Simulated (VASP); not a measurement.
# Ca3HfI (Pm-3m) in VASP: a series of runs

The runs below take Ca3HfI through single point, relaxation of cell and atoms, with PBE.

Program: VASP 6.6.1. These are calculated values, not measurements. Logs are shortened: lines on timing, memory, paths and dates and some standing lists are left out, and cuts for length are marked.

### Step 1. The cell of the first run

It takes space group Pm-3m (No. 221, cubic). The conventional cell has a = 5.795 Å, b = 5.795 Å, c = 5.795 Å, α = 90.00°, β = 90.00°, γ = 90.00°. Within 3.8 Å of Ca (site symmetry 4/mmm) lie 2 I at 2.90 Å. Hf (site symmetry m-3m) has 12 Ca at 4.10 Å and 8 I at 5.02 Å within 5.4 Å. I (site symmetry m-3m) has 6 Ca at 2.90 Å within 3.8 Å.

### Step 2. Single point, PBE

The input, INCAR:

```
  ALGO = Normal
  EDIFF = 1E-7
  ENCUT = 520
  GGA = PE
  ISIF = 2
  ISMEAR = 0
  LASPH = T
  LCHARG = T
  LELF = T
  LREAL = F
  LVHAR = T
  LWAVE = F
  NBANDS = 32
  NELM = 100
  PREC = Accurate
  SIGMA = 0.1
```

The input, KPOINTS:

```
k-points
0
Gamma
  8 8 8
```

The input, POSCAR:

```
Ca3HfI
1.0
    5.7952286134      0.0000000000      0.0000000000
    0.0000000000      5.7952286134      0.0000000000
    0.0000000000      0.0000000000      5.7952286134
Ca Hf I
3 1 1
Direct
    0.0000000000      0.5000000000      0.5000000000
    0.5000000000      0.5000000000      0.0000000000
    0.5000000000      0.0000000000      0.5000000000
    0.0000000000      0.0000000000      0.0000000000
    0.5000000000      0.5000000000      0.5000000000
```

Potentials or basis: VASP PAW PBE potentials, release 64 (Ca_sv, Hf_pv, I).

Command:

```console
> cat potpaw_PBE.64/Ca_sv/POTCAR potpaw_PBE.64/Hf_pv/POTCAR potpaw_PBE.64/I/POTCAR > POTCAR
> mpirun -np 1 vasp_std > vasp.out
```

OUTCAR:

```text
EDIFF = 1E-7
   ENCUT = 520
   GGA = PE
   ISIF = 2
   ISMEAR = 0
   LASPH = T
   LREAL = F
   NELM = 100
   PREC = Accurate

 ion  position               nearest neighbor table
   1  0.000  0.500  0.500-   5 2.90   5 2.90
   2  0.500  0.500  0.000-   5 2.90   5 2.90
   3  0.500  0.000  0.500-   5 2.90   5 2.90
   4  0.000  0.000  0.000-
   5  0.500  0.500  0.500-   1 2.90   2 2.90   3 2.90   2 2.90   3 2.90   1 2.90

  LATTYP: Found a simple cubic cell.
 ALAT       =     5.7952286134

  Lattice vectors:

 A1 = (   5.7952286134,   0.0000000000,   0.0000000000)
 A2 = (   0.0000000000,   5.7952286134,   0.0000000000)
 A3 = (   0.0000000000,   0.0000000000,   5.7952286134)

Analysis of symmetry for initial positions (statically):
=====================================================================
 Subroutine PRICEL returns:
 Original cell was already a primitive cell.

 Routine SETGRP: Setting up the symmetry group for a
 simple cubic supercell.

 Subroutine GETGRP returns: Found 48 space group operations
 (whereof 48 operations were pure point group operations)
 out of a pool of 48 trial point group operations.

The static configuration has the point symmetry O_h .

Analysis of symmetry for dynamics (positions and initial velocities):
=====================================================================
 Subroutine PRICEL returns:
 Original cell was already a primitive cell.

 Routine SETGRP: Setting up the symmetry group for a
 simple cubic supercell.

 Subroutine GETGRP returns: Found 48 space group operations
 (whereof 48 operations were pure point group operations)
 out of a pool of 48 trial point group operations.

The dynamic configuration has the point symmetry O_h .

 Subroutine INISYM returns: Found 48 space group operations
 (whereof 48 operations are pure point group operations),
 and found     1 'primitive' translations

----------------------------------------------------------------------------------------

                                     Primitive cell

  volume of cell :     194.6309

  direct lattice vectors                    reciprocal lattice vectors
     5.795228613  0.000000000  0.000000000     0.172555747  0.000000000  0.000000000
     0.000000000  5.795228613  0.000000000     0.000000000  0.172555747  0.000000000
     0.000000000  0.000000000  5.795228613     0.000000000  0.000000000  0.172555747

  length of vectors
     5.795228613  5.795228613  5.795228613     0.172555747  0.172555747  0.172555747

  position of ions in fractional coordinates (direct lattice)
     0.000000000  0.500000000  0.500000000
     0.500000000  0.500000000  0.000000000
     0.500000000  0.000000000  0.500000000
     0.000000000  0.000000000  0.000000000
     0.500000000  0.500000000  0.500000000

  ion indices of the primitive-cell ions
   primitive index   ion index
                 1           1
                 2           2
                 3           3
                 4           4
                 5           5

----------------------------------------------------------------------------------------

 KPOINTS: k-points

Automatic generation of k-mesh.
 Grid dimensions read from file:
 generate k-points for:    8    8    8

 Generating k-lattice:

  Cartesian coordinates                     Fractional coordinates (reciprocal lattice)
     0.021569468  0.000000000  0.000000000     0.125000000  0.000000000  0.000000000
     0.000000000  0.021569468  0.000000000     0.000000000  0.125000000  0.000000000
     0.000000000  0.000000000  0.021569468     0.000000000  0.000000000  0.125000000

  Length of vectors
     0.021569468  0.021569468  0.021569468

  Shift w.r.t. Gamma in fractional coordinates (k-lattice)
     0.000000000  0.000000000  0.000000000

 Subroutine IBZKPT returns following result:
 ===========================================

 Found     35 irreducible k-points:

 Following reciprocal coordinates:
            Coordinates               Weight
  0.000000  0.000000  0.000000      1.000000
  0.125000  0.000000  0.000000      6.000000
  0.250000  0.000000  0.000000      6.000000
  0.375000  0.000000  0.000000      6.000000
  0.500000  0.000000  0.000000      3.000000
  0.125000  0.125000  0.000000     12.000000
[... 16 lines left out ...]
  0.375000  0.375000  0.125000     24.000000
  0.500000  0.375000  0.125000     24.000000
 [... further k-points ...]
   k-points           NKPTS =     35   k-points in BZ     NKDIM =     35   number of bands    NBANDS=     32
   number of dos      NEDOS =    301   number of ions     NIONS =      5
   total plane-waves  NPLWV = 110592
   dimension x,y,z NGX =    48 NGY =   48 NGZ =   48
   dimension x,y,z NGXF=    96 NGYF=   96 NGZF=   96
   ions per type =               3   1   1
   NGX,Y,Z   is equivalent  to a cutoff of  13.77, 13.77, 13.77 a.u.
   NGXF,Y,Z  is equivalent  to a cutoff of  27.54, 27.54, 27.54 a.u.
 SYSTEM =  unknown system
   PREC   = accura    normal or accurate (medium, high low for compatibility)
   ISTART =      0    job   : 0-new  1-cont  2-samecut
   ICHARG =      2    charge: 1-file 2-atom 10-const
   ISPIN  =      1    spin polarized calculation?
   LNONCOLLINEAR =      F non collinear calculations
   LSORBIT =      F    spin-orbit coupling
   LASPH  =      T    aspherical Exc in radial PAW
   ENCUT  =  520.0 eV  38.22 Ry    6.18 a.u.  10.78 10.78 10.78*2*pi/ulx,y,z
   NELM   =    100;   NELMIN=  2; NELMDL= -5     # of ELM steps
   EDIFF  = 0.1E-06   stopping-criterion for ELM
   LREAL  =      F    real-space projection
   EDIFFG = 0.1E-05   stopping-criterion for IOM
   NSW    =      0    number of steps for IOM
   IBRION =     -1    ionic relax: 0-MD 1-quasi-New 2-CG
   NFREE  =      0    steps in history (QN), initial steepest desc. (CG)
   ISIF   =      2    stress and relaxation
   ISYM   =      2    0-nonsym 1-usesym 2-fastsym
   POTIM  = 0.5000    time-step for ionic-motion
   TEBEG  =    0.0;   TEEND  =   0.0 temperature during run
   PSTRESS=    0.0 pullay stress
   NELECT =      47.0000    total number of electrons
   NUPDOWN=      -1.0000    fix difference up-down
   EMIN   =  10.00;   EMAX   =-10.00  energy-range for DOS
   EFERMI =   0.00;   METHOD = LEGACY
   ISMEAR =     0;   SIGMA  =   0.10  broadening in eV -4-tet -1-fermi 0-gaus
   EFERMI_NEDOS =   21; number of points for ismear=-14 and -15
   IALGO  =     38    algorithm
   IMIX   =      4    mixing-type and parameters
     AMIX     =   0.40;   BMIX     =  1.00
     AMIX_MAG =   1.60;   BMIX_MAG =  1.00
  volume/ion in A,a.u.               =      38.93       262.69
  Fermi-wavevector in a.u.,A,eV,Ry     =   1.019460  1.926500 14.140518  1.039299
  Thomas-Fermi vector in A             =   2.152975
   LORBIT       =      0    0 simple, 1 ext, 2 COOP (PROOUT), +10 PAW based schemes
   GGA     = PE    functional components
   LHFCALC =     F    Hartree Fock is set to
   AEXX    =    0.0000 exact exchange contribution
   IVDW    =     0    specifies the selected vdW correction
   LEPSILON=     F    determine dielectric tensor
   LRPA    =     F    only Hartree local field effects (RPA)
 non-spin polarized calculation
 Gauss-broadening in eV      SIGMA  =   0.10
  energy-cutoff  :      520.00
  volume of cell :      194.63
 maximum number of plane-waves:      5265
 NGX is ok and might be reduce to    48
   NGX = 21   NGY = 21   NGZ = 21

 number of electron      47.0000009 magnetization

 Free energy of the ion-electron system (eV)
  ---------------------------------------------------
  ext. energy  EPLUGINS =         0.00000000
  ---------------------------------------------------
  free energy    TOTEN  =       -14.55505957 eV

  energy without entropy =      -14.46925381  energy(sigma->0) =      -14.51215669

 E-fermi :   2.8676     XC(G=0):  -8.2301

 val. band max:        2.8622580780   @ k =   0.5000   0.3750   0.0000
 cond. band min:       2.8681506911   @ k =   0.3750   0.1250   0.1250
 fundamental gap:      0.0058926131
 Fermi energy:         2.8675818887

 k-point     1 :       0.0000    0.0000    0.0000
  band No.  band energies     occupation
      1     -38.9377      2.00000
      2     -38.9283      2.00000
      3     -38.9283      2.00000
      4     -29.3879      2.00000
      5     -29.3879      2.00000
      6     -29.3879      2.00000
[... 24 lines left out ...]
     31       4.7344      0.00000
     32       4.7344      0.00000

 k-point     2 :       0.1250    0.0000    0.0000
  band No.  band energies     occupation
      1     -38.9374      2.00000
      2     -38.9286      2.00000
      3     -38.9283      2.00000
      4     -29.3879      2.00000
      5     -29.3879      2.00000
      6     -29.3879      2.00000
[... 24 lines left out ...]
     31       4.8247      0.00000
     32       4.8538      0.00000

 k-point     3 :       0.2500    0.0000    0.0000
  band No.  band energies     occupation
      1     -38.9365      2.00000
      2     -38.9295      2.00000
      3     -38.9283      2.00000
      4     -29.3879      2.00000
      5     -29.3879      2.00000
      6     -29.3879      2.00000
[... 24 lines left out ...]
     31       5.0182      0.00000
     32       5.0880      0.00000

 k-point     4 :       0.3750    0.0000    0.0000
  band No.  band energies     occupation
      1     -38.9353      2.00000
      2     -38.9307      2.00000
      3     -38.9283      2.00000
      4     -29.3880      2.00000
      5     -29.3879      2.00000
      6     -29.3879      2.00000
[... 24 lines left out ...]
     31       5.0329      0.00000
     32       5.3488      0.00000

 k-point     5 :       0.5000    0.0000    0.0000
  band No.  band energies     occupation
      1     -38.9346      2.00000
      2     -38.9315      2.00000
      3     -38.9283      2.00000
      4     -29.3880      2.00000
      5     -29.3879      2.00000
      6     -29.3879      2.00000
[... 584 lines left out ...]
     31       4.9264      0.00000
     32       5.1285      0.00000

 k-point    22 :       0.5000    0.2500    0.1250
  band No.  band energies     occupation
      1     -38.9335      2.00000
      2     -38.9315      2.00000
      3     -38.9294      2.00000
      4     -29.3880      2.00000
      5     -29.3879      2.00000
      6     -29.3879      2.00000
[... 24 lines left out ...]
     31       5.0119      0.00000
     32       5.1170      0.00000

 k-point    23 :       0.3750    0.3750    0.1250
  band No.  band energies     occupation
      1     -38.9333      2.00000
      2     -38.9310      2.00000
      3     -38.9301      2.00000
      4     -29.3880      2.00000
      5     -29.3880      2.00000
      6     -29.3879      2.00000
[... 24 lines left out ...]
     31       4.8088      0.00000
     32       5.0882      0.00000

 k-point    24 :       0.5000    0.3750    0.1250
  band No.  band energies     occupation
      1     -38.9326      2.00000
      2     -38.9315      2.00000
      3     -38.9303      2.00000
      4     -29.3880      2.00000
      5     -29.3880      2.00000
      6     -29.3879      2.00000
[... 24 lines left out ...]
     31       4.9680      0.00000
     32       5.0375      0.00000

 [... further k-points ...]

------------------------ aborting loop because EDIFF is reached ----------------------------------------

  FORCE on cell =-STRESS in cart. coord.  units (eV):
  Direction    XX          YY          ZZ          XY          YZ          ZX
  --------------------------------------------------------------------------------------
  -------------------------------------------------------------------------------------
  Total        0.0633573      0.0633573      0.0633573     -0.0000000      0.0000000     -0.0000000
  in kB        0.5215497      0.5215497      0.5215497     -0.0000000      0.0000000     -0.0000000
  external PRESSURE =       0.5215497 kB  Pullay stress =       0.0000000 kB

 VOLUME and BASIS-vectors are now :
 -----------------------------------------------------------------------------
  energy-cutoff  :      520.00
  volume of cell :      194.63
      direct lattice vectors                 reciprocal lattice vectors
     5.795228613  0.000000000  0.000000000     0.172555747  0.000000000  0.000000000
     0.000000000  5.795228613  0.000000000     0.000000000  0.172555747  0.000000000
     0.000000000  0.000000000  5.795228613     0.000000000  0.000000000  0.172555747

 POSITION                                       TOTAL-FORCE (eV/Angst)
 -----------------------------------------------------------------------------------
      0.00000      2.89761      2.89761         0.000000      0.000000      0.000000
      2.89761      2.89761      0.00000         0.000000      0.000000      0.000000
      2.89761      0.00000      2.89761         0.000000      0.000000      0.000000
      0.00000      0.00000      0.00000         0.000000      0.000000      0.000000
      2.89761      2.89761      2.89761         0.000000      0.000000      0.000000
 -----------------------------------------------------------------------------------
    total drift:                                0.000000      0.000000     -0.000000

  FREE ENERGIE OF THE ION-ELECTRON SYSTEM (eV)
  ---------------------------------------------------
  free  energy   TOTEN  =       -14.5550595736 eV

  energy  without entropy=      -14.4692538128  energy(sigma->0) =      -14.51215669
```

Run time: 3.2 min. Hardware: 1 thread of Intel Xeon 6975P-C (Granite Rapids), shared host; peak memory 0.44 GiB.

Results:

| Property | Result |
| --- | --- |
| Free energy | -14.5551 eV |
| Pressure | 0.1 GPa |

Caveat: spin-orbit coupling is left out, which moves the levels of the heavy elements; an odd number of electrons without spin polarisation forces a metal; a magnetic or distorted state may lie lower.

### Step 3. Relaxation of cell and atoms, PBE

This run uses another cell than the first one, of 38.34 Å³/atom, 0.985 times its volume.

The input, INCAR:

```
SYSTEM = Ca3HfI
  PREC = Accurate
  ENCUT = 600
  EDIFF = 1E-6
  ISMEAR = 0
  SIGMA = 0.1
  LREAL = .False.
  LASPH = .True.
  NELM = 100
  ALGO = Normal
  ISIF = 3
  LWAVE = .False.
  LCHARG = .False.
  GGA = PE
  IBRION = 2
  NSW = 100
  EDIFFG = -0.01
```

The input, KPOINTS:

```
regular mesh
0
Gamma
  8 8 8
  0 0 0
```

Changes to POSCAR since step 2:

```diff
@@ -2,5 +2,5 @@
 1.0
-    5.7952286134      0.0000000000      0.0000000000
-    0.0000000000      5.7952286134      0.0000000000
-    0.0000000000      0.0000000000      5.7952286134
+    5.7658411672      0.0000000000      0.0000000000
+    0.0000000000      5.7658411672      0.0000000000
+    0.0000000000      0.0000000000      5.7658411672
 Ca Hf I
```

Potentials or basis: VASP PAW PBE potentials, release 64 (Ca_sv, Hf_pv, I).

Command:

```console
> cat potpaw_PBE.64/Ca_sv/POTCAR potpaw_PBE.64/Hf_pv/POTCAR potpaw_PBE.64/I/POTCAR > POTCAR
> mpirun -np 1 vasp_std > vasp.out
```

OUTCAR:

```text
SYSTEM = Ca3HfI
   PREC = Accurate
   ENCUT = 600
   EDIFF = 1E-6
   ISMEAR = 0
   LREAL = .False.
   LASPH = .True.
   NELM = 100
   ISIF = 3
   GGA = PE
   IBRION = 2
   NSW = 100
   EDIFFG = -0.01

 ion  position               nearest neighbor table
   1  0.000  0.500  0.500-   5 2.88   5 2.88
   2  0.500  0.500  0.000-   5 2.88   5 2.88
   3  0.500  0.000  0.500-   5 2.88   5 2.88
   4  0.000  0.000  0.000-
[... 1000 lines left out ...]
  -------------------------------------------------------------------------------------
  Total        0.0378677      0.0378677      0.0378677     -0.0000000     -0.0000000     -0.0000000
  in kB        0.3113374      0.3113374      0.3113374     -0.0000000     -0.0000000     -0.0000000
  external PRESSURE =       0.3113374 kB  Pullay stress =       0.0000000 kB

 VOLUME and BASIS-vectors are now :
 -----------------------------------------------------------------------------
  energy-cutoff  :      600.00
  volume of cell :      194.87
      direct lattice vectors                 reciprocal lattice vectors
     5.797615897 -0.000000000  0.000000000     0.172484693 -0.000000000 -0.000000000
     0.000000000  5.797615897  0.000000000     0.000000000  0.172484693 -0.000000000
     0.000000000  0.000000000  5.797615897    -0.000000000  0.000000000  0.172484693

 POSITION                                       TOTAL-FORCE (eV/Angst)
 -----------------------------------------------------------------------------------
      0.00000      2.89881      2.89881        -0.000000      0.000000      0.000000
      2.89881      2.89881      0.00000         0.000000      0.000000      0.000000
      2.89881     -0.00000      2.89881        -0.000000      0.000000      0.000000
      0.00000      0.00000      0.00000        -0.000000      0.000000      0.000000
      2.89881      2.89881      2.89881         0.000000      0.000000      0.000000
 -----------------------------------------------------------------------------------
    total drift:                                0.000000      0.000000     -0.000000

  FREE ENERGIE OF THE ION-ELECTRON SYSTEM (eV)
  ---------------------------------------------------
  free  energy   TOTEN  =       -14.5551296050 eV

  energy  without entropy=      -14.4692524705  energy(sigma->0) =      -14.51219104

 reached required accuracy - stopping structural energy minimisation
```

CONTCAR:

```text
Ca3HfI
   1.00000000000000
     5.7976158974633050   -0.0000000000000000    0.0000000000000000
     0.0000000000000000    5.7976158974633050    0.0000000000000000
     0.0000000000000000    0.0000000000000000    5.7976158974633050
  Ca              Hf              I
     3     1     1
Direct
     0.0000000000000000    0.5000000000000000    0.5000000000000000
     0.5000000000000000    0.5000000000000000    0.0000000000000000
     0.5000000000000000    0.0000000000000000    0.5000000000000000
     0.0000000000000000    0.0000000000000000    0.0000000000000000
     0.5000000000000000    0.5000000000000000    0.5000000000000000

  0.00000000E+00  0.00000000E+00  0.00000000E+00
  0.00000000E+00  0.00000000E+00  0.00000000E+00
  0.00000000E+00  0.00000000E+00  0.00000000E+00
  0.00000000E+00  0.00000000E+00  0.00000000E+00
  0.00000000E+00  0.00000000E+00  0.00000000E+00
```

Run time: 4.5 min. Hardware: 1 thread of Intel Xeon 6975P-C (Granite Rapids), shared host; peak memory 0.49 GiB.

Results:

| Property | Result |
| --- | --- |
| Free energy | -14.5551 eV |
| Relaxed volume | 38.97 Å³/atom |
| Relaxed cell | a = 5.798 Å, b = 5.798 Å, c = 5.798 Å, α = 90.00°, β = 90.00°, γ = 90.00° |
| Space group after relaxing (to 0.05 Å) | Pm-3m (No. 221) |
| Energy gained by relaxing | 1.0 meV/atom |
| Ionic steps | 2 |
| Pressure after relaxing | 0.0 GPa |

Step by step:
```csv
step,energy change (eV),largest force (eV/Å),pressure (GPa),volume (Å³)
1,0.0000,0.0000,0.48,191.68
2,-0.0050,0.0000,0.03,194.87
```

Final structure:
```
Ca Hf I
1.0
     5.79762    0.00000    0.00000
     0.00000    5.79762    0.00000
     0.00000    0.00000    5.79762
Ca Hf I
3 1 1
Direct
  0.00000 0.50000 0.50000
  0.50000 0.50000 0.00000
  0.50000 0.00000 0.50000
  0.00000 0.00000 0.00000
  0.50000 0.50000 0.50000
```

Caveat: spin-orbit coupling is left out, which moves the levels of the heavy elements; an odd number of electrons without spin polarisation forces a metal; a magnetic or distorted state may lie lower.
